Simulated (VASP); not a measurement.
A run of VASP 6.6.1 is set up as follows.

The input INCAR:

```
ALGO     = Normal         # electronic algorithm
EDIFF    = 1E-7           # SCF threshold, eV
ENCUT    = 520            # plane-wave cutoff, eV
GGA      = PE             # functional
ISIF     = 2              # what is computed and relaxed
ISMEAR   = 0              # smearing method
IVDW     = 12             # dispersion correction
LASPH    = True           # aspherical terms in the spheres
LCHARG   = True           # write CHGCAR
LELF     = True           # ELF
LREAL    = False          # projectors in reciprocal space
LVHAR    = True         
LWAVE    = False          # write WAVECAR
NBANDS   = 16             # bands
NELM     = 100            # most SCF steps
PREC     = Accurate       # precision mode
SIGMA    = 0.05           # smearing width, eV
```

The input KPOINTS:

```
k-points
0
Gamma
  12 12 4
```

The input POSCAR:

```
BN
1.0
    2.5064381059      0.0000000000      0.0000000000
   -1.2532190530      2.1706390727      0.0000000000
    0.0000000000      0.0000000000      6.6168468515
B N
2 2
Direct
    0.3333333333      0.6666666667      0.2500000000
    0.6666666667      0.3333333333      0.7500000000
    0.2642292608      0.5284585215      0.7046611843
    0.6666666667      0.3333333333      0.2500000000
```

Potentials or basis: VASP PAW PBE potentials, release 64 (B, N).

The run is started by

```sh
$ cat potpaw_PBE.64/B/POTCAR potpaw_PBE.64/N/POTCAR > POTCAR
$ mpirun -np 1 vasp_std > vasp.out
```

Q: Predict the pressure.

A: 7.3 GPa.

Q: Predict the largest force.

A: 5.932 eV/Å.

Q: What does it give for the band gap on the k mesh?

A: 1.35 eV, indirect (least direct gap 2.18 eV).

Q: Predict the dispersion energy per atom.

A: -0.142 eV.

Stress tensor (GPa, compression positive):
```
20.09  0.00  0.00
 0.00  5.95 -6.87
 0.00 -6.87 -4.16
```

Caveat: the cell differs from its parent crystal (atom 3 (N) moved by (-0.300, -0.300) A along y and z); forces of over 1 eV/Å act on the atoms, so gaps and moduli don't describe the material at rest. A k mesh can miss the band edges.
